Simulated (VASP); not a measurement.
# NbRu3C (P-6m2) in VASP: further runs, part 2 of 3

VASP 6.6.1. The steps go on from the part before.

## Step 4: Single point, PBE

This run uses another cell than the first one, of 14.02 Å³/atom.

The input, INCAR:

```
SYSTEM = NbRu3C
ALGO = Normal ; EDIFF = 1E-6
ENCUT = 520 ; GGA = PE
ISIF = 2 ; ISMEAR = 0
LASPH = .TRUE. ; LCHARG = .FALSE.
LREAL = .FALSE. ; LWAVE = .FALSE.
NBANDS = 38 ; NELM = 100
PREC = Accurate ; SIGMA = 0.1
```

The input, KPOINTS:

```
k-points
0
G
  6 6 6
  0 0 0
```

The input, POSCAR:

```
NbRu3C
1.0
    5.3901214758      0.0000000000      0.0000000000
   -2.6950607379      4.6679821275      0.0000000000
    0.0000000000      0.0000000000      2.7869645777
Nb Ru C
1 3 1
Direct
    0.6666666667      0.3333333333      0.5000000000
    0.1645706245      0.8354293755      0.5000000000
    0.1645706245      0.3291412490      0.5000000000
    0.6708587510      0.8354293755      0.5000000000
    0.3333333333      0.6666666667      0.0000000000
```

Potentials or basis: VASP PAW PBE potentials, release 64 (Nb_sv, Ru_pv, C).

Started as:

```sh
$ cat potpaw_PBE.64/Nb_sv/POTCAR potpaw_PBE.64/Ru_pv/POTCAR potpaw_PBE.64/C/POTCAR > POTCAR
$ mpirun -np 1 vasp_std > vasp.out
```

OUTCAR:

```text
SYSTEM = NbRu3C
   EDIFF = 1E-6
   ENCUT = 520
   GGA = PE
   ISIF = 2
   ISMEAR = 0
   LASPH = .TRUE.
   LREAL = .FALSE.
   NELM = 100
   PREC = Accurate

 ion  position               nearest neighbor table
   1  0.667  0.333  0.500-   4 2.70   3 2.70   2 2.70   2 2.70   4 2.70   3 2.70
   2  0.165  0.835  0.500-   5 2.10   5 2.10   3 2.66   4 2.66   1 2.70   1 2.70   3 2.73   4 2.73

   3  0.165  0.329  0.500-   5 2.10   5 2.10   2 2.66   4 2.66   1 2.70   1 2.70   2 2.73   4 2.73

   4  0.671  0.835  0.500-   5 2.10   5 2.10   3 2.66   2 2.66   1 2.70   1 2.70   3 2.73   2 2.73

   5  0.333  0.667  0.000-   2 2.10   2 2.10   3 2.10   3 2.10   4 2.10   4 2.10

  LATTYP: Found a hexagonal cell.
 ALAT       =     5.3901214758
 C/A-ratio  =     0.5170504209

  Lattice vectors:

 A1 = (   5.3901214758,   0.0000000000,   0.0000000000)
 A2 = (  -2.6950607379,   4.6679821275,   0.0000000000)
 A3 = (   0.0000000000,   0.0000000000,   2.7869645777)

Analysis of symmetry for initial positions (statically):
[... 174 lines left out ...]
  ---------------------------------------------------
  free energy    TOTEN  =       -44.67416209 eV

  energy without entropy =      -44.64291944  energy(sigma->0) =      -44.65854077

 E-fermi :  10.9071     XC(G=0): -13.0127

 val. band max:       10.9037009921   @ k =   0.1667   0.1667   0.3333
 cond. band min:      10.9118668427   @ k =   0.0000   0.0000   0.3333
 fundamental gap:      0.0081658506
 Fermi energy:        10.9070999320

 k-point     1 :       0.0000    0.0000    0.0000
  band No.  band energies     occupation
      1     -44.3878      2.00000
      2     -32.2856      2.00000
      3     -31.8798      2.00000
      4     -31.8798      2.00000
      5     -31.5724      2.00000
      6     -31.4896      2.00000
[... 973 lines left out ...]
     37      14.8878      0.00000
     38      15.8805      0.00000

 [... further k-points ...]
[... 5 lines left out ...]
  --------------------------------------------------------------------------------------
  -------------------------------------------------------------------------------------
  Total       -0.1076740     -0.1076740     -0.0539825      0.0000000      0.0000000      0.0000000
  in kB       -2.4601535     -2.4601535     -1.2334009      0.0000000      0.0000000      0.0000000
  external PRESSURE =      -2.0512360 kB  Pullay stress =       0.0000000 kB

 VOLUME and BASIS-vectors are now :
 -----------------------------------------------------------------------------
  energy-cutoff  :      520.00
  volume of cell :       70.12
      direct lattice vectors                 reciprocal lattice vectors
     5.390121476  0.000000000  0.000000000     0.185524576  0.107112664  0.000000000
    -2.695060738  4.667982128  0.000000000     0.000000000  0.214225327  0.000000000
     0.000000000  0.000000000  2.786964578     0.000000000  0.000000000  0.358813315

 POSITION                                       TOTAL-FORCE (eV/Angst)
 -----------------------------------------------------------------------------------
      2.69506      1.55599      1.39348        -0.000000     -0.000000      0.000000
     -1.36448      3.89977      1.39348        -0.019545      0.011284     -0.000000
      0.00000      1.53643      1.39348        -0.000000     -0.022568      0.000000
      1.36448      3.89977      1.39348         0.019545      0.011284     -0.000000
     -0.00000      3.11199      0.00000        -0.000000     -0.000000      0.000000
 -----------------------------------------------------------------------------------
    total drift:                               -0.000000      0.000000      0.000000

  FREE ENERGIE OF THE ION-ELECTRON SYSTEM (eV)
  ---------------------------------------------------
  free  energy   TOTEN  =       -44.6741620867 eV

  energy  without entropy=      -44.6429194447  energy(sigma->0) =      -44.65854077
```

OSZICAR:

```text
N       E                     dE             d eps       ncg     rms          rms(c)
DAV:   1     0.716906258188E+03    0.71691E+03   -0.34793E+04  2144   0.166E+03
DAV:   2    -0.104759051538E+02   -0.72738E+03   -0.70776E+03  2282   0.564E+02
DAV:   3    -0.463435208646E+02   -0.35868E+02   -0.34411E+02  3426   0.113E+02
DAV:   4    -0.482380417804E+02   -0.18945E+01   -0.18534E+01  2882   0.208E+01
DAV:   5    -0.483083512869E+02   -0.70310E-01   -0.70229E-01  3086   0.412E+00    0.275E+01
DAV:   6    -0.449618624185E+02    0.33465E+01   -0.17896E+01  2874   0.250E+01    0.693E+00
DAV:   7    -0.448449758014E+02    0.11689E+00   -0.28877E+00  2922   0.107E+01    0.675E+00
DAV:   8    -0.447139964956E+02    0.13098E+00   -0.12270E+00  2732   0.589E+00    0.393E+00
DAV:   9    -0.446754980819E+02    0.38498E-01   -0.13173E-01  2920   0.242E+00    0.120E+00
DAV:  10    -0.446745537774E+02    0.94430E-03   -0.35104E-02  2942   0.991E-01    0.360E-01
DAV:  11    -0.446743557206E+02    0.19806E-03   -0.94751E-03  2874   0.674E-01    0.763E-02
DAV:  12    -0.446741632695E+02    0.19245E-03   -0.95629E-04  2938   0.232E-01    0.520E-02
DAV:  13    -0.446741622035E+02    0.10660E-05   -0.76665E-05  2614   0.544E-02    0.862E-03
DAV:  14    -0.446741620867E+02    0.11686E-06   -0.97508E-06  2894   0.188E-02
   1 F= -.44674162E+02 E0= -.44658541E+02  d E =-.312426E-01
```

stdout:

```text
POSCAR found type information on POSCAR NbRuC
 POSCAR found :  3 types and       5 ions
 scaLAPACK will be used
 LDA part: xc-table for (Slater+PW92), standard interpolation
 POSCAR, INCAR and KPOINTS ok, starting setup
 FFT: planning ... GRIDC
 FFT: planning ... GRID_SOFT
 FFT: planning ... GRID
 WAVECAR not read
 entering main loop
```

Wall time 31 s (1 thread of Intel Xeon 6975P-C (Granite Rapids), shared host); peak memory 0.22 GiB.

Results:

```
Free energy            : -44.6742 eV
Pressure               : -0.2 GPa
Largest force          : 0.023 eV/Å
Band gap on the k mesh : zero (an odd number of electrons rules out a gap without spin polarisation)
```

Forces on the atoms (eV/Å):
```
Nb   0.000  0.000  0.000
Ru  -0.020  0.011  0.000
Ru   0.000 -0.023  0.000
Ru   0.020  0.011  0.000
C    0.000  0.000  0.000
```

Stress tensor (GPa, compression positive):
```
-0.25  0.00  0.00
 0.00 -0.25  0.00
 0.00  0.00 -0.12
```

Caveat: the k points lie up to 0.38 Å⁻¹ apart, too coarse for converged energies and pressures of a metal.

## Step 5: Relaxation of cell and atoms, PBE

This run uses another cell than the first one, of 14.39 Å³/atom.

The input, INCAR:

```
SYSTEM = NbRu3C
PREC     = Accurate       ! precision mode
ENCUT    = 600            ! plane-wave cutoff, eV
EDIFF    = 1E-6           ! SCF threshold, eV
ISMEAR   = 0              ! smearing method
SIGMA    = 0.1            ! smearing width, eV
LREAL    = .False.        ! projectors in reciprocal space
LASPH    = .True.         ! aspherical terms in the spheres
NELM     = 60             ! most SCF steps
ALGO     = Normal         ! electronic algorithm
ISIF     = 3              ! what is computed and relaxed
LWAVE    = .False.        ! write WAVECAR
LCHARG   = .False.        ! write CHGCAR
GGA      = PE             ! functional
IBRION   = 2              ! ionic algorithm
NSW      = 90             ! ionic steps
EDIFFG   = -0.04          ! ionic threshold
```

The input, KPOINTS:

```
regular mesh
0
Gamma
  6 6 4
  0 0 0
```

The input, POSCAR:

```
NbRu3C
1.0
    4.1422075100      0.0000000000      0.0000000000
   -2.0711037500      3.5872569300      0.0000000000
    0.0000000000      0.0000000000      4.8404991400
Nb Ru C
1 3 1
Direct
    0.6666666700      0.3333333300      0.5000000000
    0.1779330500      0.8220669500      0.5000000000
    0.1779330500      0.3558661000      0.5000000000
    0.6441339000      0.8220669500      0.5000000000
    0.3333333300      0.6666666700      0.0000000000
```

Potentials or basis: VASP PAW PBE potentials, release 64 (Nb_sv, Ru_pv, C).

Started as:

```sh
$ cat potpaw_PBE.64/Nb_sv/POTCAR potpaw_PBE.64/Ru_pv/POTCAR potpaw_PBE.64/C/POTCAR > POTCAR
$ mpirun -np 1 vasp_std > vasp.out
```

OUTCAR:

```text
SYSTEM = NbRu3C
   PREC = Accurate
   ENCUT = 600
   EDIFF = 1E-6
   ISMEAR = 0
   LREAL = .False.
   LASPH = .True.
   NELM = 60
   ISIF = 3
   GGA = PE
   IBRION = 2
   NSW = 90
   EDIFFG = -0.04

 ion  position               nearest neighbor table
   1  0.667  0.333  0.500-   4 2.07   3 2.07   2 2.07   2 2.07   4 2.07   3 2.07
   2  0.178  0.822  0.500-   3 1.93   4 1.93   1 2.07   1 2.07   3 2.21   4 2.21   5 2.66   5 2.66

   3  0.178  0.356  0.500-   2 1.93   4 1.93   1 2.07   1 2.07   2 2.21   4 2.21   5 2.66   5 2.66

   4  0.644  0.822  0.500-   2 1.93   3 1.93   1 2.07   1 2.07   2 2.21   3 2.21   5 2.66   5 2.66

   5  0.333  0.667  0.000-   2 2.66   2 2.66   3 2.66   3 2.66   4 2.66   4 2.66

  LATTYP: Found a hexagonal cell.
 ALAT       =     4.1422075100
 C/A-ratio  =     1.1685795867

  Lattice vectors:

 A1 = (   4.1422075100,   0.0000000000,   0.0000000000)
 A2 = (  -2.0711037500,   3.5872569300,   0.0000000000)
 A3 = (   0.0000000000,   0.0000000000,   4.8404991400)

Analysis of symmetry for initial positions (statically):
=====================================================================
 Subroutine PRICEL returns:
 Original cell was already a primitive cell.

 Routine SETGRP: Setting up the symmetry group for a
 hexagonal supercell.

 Subroutine GETGRP returns: Found 12 space group operations
 (whereof 12 operations were pure point group operations)
 out of a pool of 24 trial point group operations.

The static configuration has the point symmetry D_3h.

Analysis of symmetry for dynamics (positions and initial velocities):
=====================================================================
 Subroutine PRICEL returns:
 Original cell was already a primitive cell.

 Routine SETGRP: Setting up the symmetry group for a
 hexagonal supercell.

 Subroutine GETGRP returns: Found 12 space group operations
 (whereof 12 operations were pure point group operations)
 out of a pool of 24 trial point group operations.

The dynamic configuration has the point symmetry D_3h.

 Subroutine INISYM returns: Found 12 space group operations
 (whereof 12 operations are pure point group operations),
 and found     1 'primitive' translations

----------------------------------------------------------------------------------------

                                     Primitive cell

  volume of cell :      71.9258

  direct lattice vectors                    reciprocal lattice vectors
     4.142207510  0.000000000  0.000000000     0.241417166  0.139382266  0.000000000
    -2.071103750  3.587256930  0.000000000     0.000000000  0.278764532  0.000000000
     0.000000000  0.000000000  4.840499140     0.000000000  0.000000000  0.206590265

  length of vectors
     4.142207510  4.142207506  4.840499140     0.278764532  0.278764532  0.206590265

  position of ions in fractional coordinates (direct lattice)
     0.666666670  0.333333330  0.500000000
     0.177933050  0.822066950  0.500000000
     0.177933050  0.355866100  0.500000000
     0.644133900  0.822066950  0.500000000
     0.333333330  0.666666670  0.000000000

  ion indices of the primitive-cell ions
   primitive index   ion index
[... 55 lines left out ...]
   k-points           NKPTS =     21   k-points in BZ     NKDIM =     21   number of bands    NBANDS=     35
   number of dos      NEDOS =    301   number of ions     NIONS =      5
   total plane-waves  NPLWV =  51840
   dimension x,y,z NGX =    36 NGY =   36 NGZ =   40
   dimension x,y,z NGXF=    72 NGYF=   72 NGZF=   80
   ions per type =               1   3   1
   NGX,Y,Z   is equivalent  to a cutoff of  14.45, 14.45, 13.74 a.u.
   NGXF,Y,Z  is equivalent  to a cutoff of  28.90, 28.90, 27.48 a.u.
 SYSTEM =  NbRu3C
   PREC   = accura    normal or accurate (medium, high low for compatibility)
   ISTART =      0    job   : 0-new  1-cont  2-samecut
   ICHARG =      2    charge: 1-file 2-atom 10-const
   ISPIN  =      1    spin polarized calculation?
   LNONCOLLINEAR =      F non collinear calculations
   LSORBIT =      F    spin-orbit coupling
   LASPH  =      T    aspherical Exc in radial PAW
   ENCUT  =  600.0 eV  44.10 Ry    6.64 a.u.   8.27  8.27  9.67*2*pi/ulx,y,z
   NELM   =     60;   NELMIN=  2; NELMDL= -5     # of ELM steps
   EDIFF  = 0.1E-05   stopping-criterion for ELM
   LREAL  =      F    real-space projection
   EDIFFG = -.4E-01   stopping-criterion for IOM
   NSW    =     90    number of steps for IOM
   IBRION =      2    ionic relax: 0-MD 1-quasi-New 2-CG
   NFREE  =      1    steps in history (QN), initial steepest desc. (CG)
   ISIF   =      3    stress and relaxation
   ISYM   =      2    0-nonsym 1-usesym 2-fastsym
   POTIM  = 0.5000    time-step for ionic-motion
   TEBEG  =    0.0;   TEEND  =   0.0 temperature during run
   PSTRESS=    0.0 pullay stress
   NELECT =      59.0000    total number of electrons
   NUPDOWN=      -1.0000    fix difference up-down
   EMIN   =  10.00;   EMAX   =-10.00  energy-range for DOS
   EFERMI =   0.00;   METHOD = LEGACY
   ISMEAR =     0;   SIGMA  =   0.10  broadening in eV -4-tet -1-fermi 0-gaus
   EFERMI_NEDOS =   21; number of points for ismear=-14 and -15
   IALGO  =     38    algorithm
   IMIX   =      4    mixing-type and parameters
     AMIX     =   0.40;   BMIX     =  1.00
     AMIX_MAG =   1.60;   BMIX_MAG =  1.00
  volume/ion in A,a.u.               =      14.39        97.08
  Fermi-wavevector in a.u.,A,eV,Ry     =   1.532489  2.895984 31.953585  2.348522
  Thomas-Fermi vector in A             =   2.639688
   LORBIT       =      0    0 simple, 1 ext, 2 COOP (PROOUT), +10 PAW based schemes
   GGA     = PE    functional components
   LHFCALC =     F    Hartree Fock is set to
   AEXX    =    0.0000 exact exchange contribution
   IVDW    =     0    specifies the selected vdW correction
   LEPSILON=     F    determine dielectric tensor
   LRPA    =     F    only Hartree local field effects (RPA)
 conjugate gradient relaxation of ions
 non-spin polarized calculation
 Gauss-broadening in eV      SIGMA  =   0.10
  energy-cutoff  :      600.00
  volume of cell :       71.93
 maximum number of plane-waves:      2418
 NGX is ok and might be reduce to    36
   NGX = 17   NGY = 17   NGZ = 19

--------------------------------------- Ionic step        1  -------------------------------------------

 number of electron      59.0000008 magnetization

 Free energy of the ion-electron system (eV)
  ---------------------------------------------------
  ext. energy  EPLUGINS =         0.00000000
  ---------------------------------------------------
  free energy    TOTEN  =        -8.91733592 eV

  energy without entropy =       -8.89397218  energy(sigma->0) =       -8.90565405

------------------------ aborting loop because EDIFF is reached ----------------------------------------

  FORCE on cell =-STRESS in cart. coord.  units (eV):
  Direction    XX          YY          ZZ          XY          YZ          ZX
  --------------------------------------------------------------------------------------
  -------------------------------------------------------------------------------------
  Total      147.5806368    147.5806367     -8.7424243      0.0000002     -0.0000000     -0.0000000
  in kB     3287.4221728   3287.4221702   -194.7412616      0.0000046     -0.0000000     -0.0000000
  external PRESSURE =    2126.7010271 kB  Pullay stress =       0.0000000 kB
[... 832 lines left out ...]
     34      -2.3931      0.00000
     35      -2.3608      0.00000

------------------------ aborting loop EDIFF was not reached (unconverged)  ----------------------------

  FORCE on cell =-STRESS in cart. coord.  units (eV):
  Direction    XX          YY          ZZ          XY          YZ          ZX
  --------------------------------------------------------------------------------------
  -------------------------------------------------------------------------------------
  Total      155.7398819    155.7398816     33.4218754      0.0000005      0.0000000     -0.0000000
  in kB      644.8441489    644.8441478    138.3839550      0.0000020      0.0000000     -0.0000000
  external PRESSURE =     476.0240839 kB  Pullay stress =       0.0000000 kB
[... 2477 lines left out ...]
     34      11.9448      0.00000
     35      12.5840      0.00000

[... ionic steps 4 to 32 ...]

--------------------------------------- Ionic step       33  -------------------------------------------

 number of electron      59.0000004 magnetization

------------------------ aborting loop because EDIFF is reached ----------------------------------------
[... 73 lines left out ...]
--------------------------------------- Ionic step       35  -------------------------------------------

 number of electron      58.9999998 magnetization

 Free energy of the ion-electron system (eV)
  ---------------------------------------------------
  ext. energy  EPLUGINS =         0.00000000
  ---------------------------------------------------
  free energy    TOTEN  =       -44.68129498 eV

  energy without entropy =      -44.65387528  energy(sigma->0) =      -44.66758513

 E-fermi :  11.0018     XC(G=0): -13.0396

 val. band max:       10.9786537148   @ k =   0.3333   0.1667   0.0000
 cond. band min:      11.0508507800   @ k =   0.3333   0.1667   0.2500
 fundamental gap:      0.0721970651
 Fermi energy:        11.0018213113
[... 828 lines left out ...]
  FREE ENERGIE OF THE ION-ELECTRON SYSTEM (eV)
  ---------------------------------------------------
  free  energy   TOTEN  =       -44.6812949830 eV

  energy  without entropy=      -44.6538752804  energy(sigma->0) =      -44.66758513

 reached required accuracy - stopping structural energy minimisation
```

Run time: 21 min. Hardware: 1 thread of Intel Xeon 6975P-C (Granite Rapids), shared host; peak memory 0.28 GiB.

Results:

```yaml
Free_energy: -44.6813 eV
Relaxed_volume: 13.96 Å³/atom
Relaxed_cell: a = 5.384 Å, b = 5.384 Å, c = 2.780 Å, α = 90.00°, β = 90.00°, γ = 120.00°
Space_group_after_relaxing_to_0.1_Å: P-6m2 (No. 187)
Pressure_after_relaxing: -0.1 GPa
Largest_force_after_relaxing: 0.015 eV/Å
Band_gap_on_the_k_mesh: zero (an odd number of electrons rules out a gap without spin polarisation)
```

Forces in eV/Å, atoms in the order of the input:
```
Nb   0.000  0.000  0.000
Ru  -0.013  0.008  0.000
Ru   0.000 -0.015  0.000
Ru   0.013  0.008  0.000
C    0.000  0.000  0.000
```

Stress tensor (GPa, compression positive):
```
 0.01  0.00  0.00
 0.00  0.01  0.00
 0.00  0.00 -0.25
```

Final structure:
```cif
data_structure
_symmetry_space_group_name_H-M 'P 1'
_symmetry_Int_Tables_number 1
_cell_length_a 5.3840
_cell_length_b 5.3840
_cell_length_c 2.7801
_cell_angle_alpha 90.000
_cell_angle_beta 90.000
_cell_angle_gamma 120.000
_cell_volume 69.79
loop_
_atom_site_label
_atom_site_type_symbol
_atom_site_fract_x
_atom_site_fract_y
_atom_site_fract_z
_atom_site_occupancy
Nb1 Nb 0.66667 0.33333 0.50000 1
Ru1 Ru 0.16517 0.83483 0.50000 1
Ru2 Ru 0.16517 0.33034 0.50000 1
Ru3 Ru 0.66966 0.83483 0.50000 1
C1 C 0.33333 0.66667 0.00000 1
```

Levels at points of the mesh, in eV from the Fermi level:
```tsv
k point	band 26	band 27	band 28	band 29	band 30	band 31	band 32	band 33
(0.00, 0.00, 0.00)	-1.35	-1.35	0.06	0.06	0.51	0.51	0.59	1.97
(0.50, 0.00, 0.00)	-1.63	-1.04	-0.82	-0.65	-0.49	-0.26	0.59	0.96
(0.00, 0.00, 0.50)	-1.11	0.30	0.80	0.80	2.08	2.08	2.08	2.10
(0.50, 0.00, 0.50)	-1.39	-1.34	-0.27	0.22	0.34	0.41	1.57	1.98
```

Caveat: a cell axis changed by over 15 % at a fixed basis, so the end point is rough.

(Continued in part 3 of 3.)
